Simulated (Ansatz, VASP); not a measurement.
BaS: VASP beside Ansatz

```
CELL_PARAMETERS angstrom
0.00000 3.43297 3.43297
3.43297 0.00000 3.43297
3.43297 3.43297 0.00000
ATOMIC_POSITIONS crystal
Ba 0.00000 0.00000 0.00000
S 0.25000 0.25000 0.25000
```

Alike in both runs: functional LDA; k mesh 9 × 9 × 9; occupations fermi-dirac, width 0.08 eV; no spin polarisation.

Ansatz relaxed the structure, and its values are those at the end. VASP's run is a single point on that final structure, the one shown.

```csv
,VASP,Ansatz
version,VASP 6.6.1,Ansatz 0.2.0
potentials or method,"VASP PAW LDA potentials, release 64 (Ba_sv, S)","PAW with Ansatz's default frozen-core files, scalar-relativistic"
plane-wave cutoff (eV),520,420
valence electrons in the cell,16,16
```

|  | VASP | Ansatz | Ansatz less VASP |
| --- | --- | --- | --- |
| pressure (GPa) | 0.6 | 0.0 | -0.59 |

LDA's correlation is that of Perdew and Zunger in VASP and of Perdew and Wang (1992) in Ansatz.

Spin-orbit coupling is off throughout.
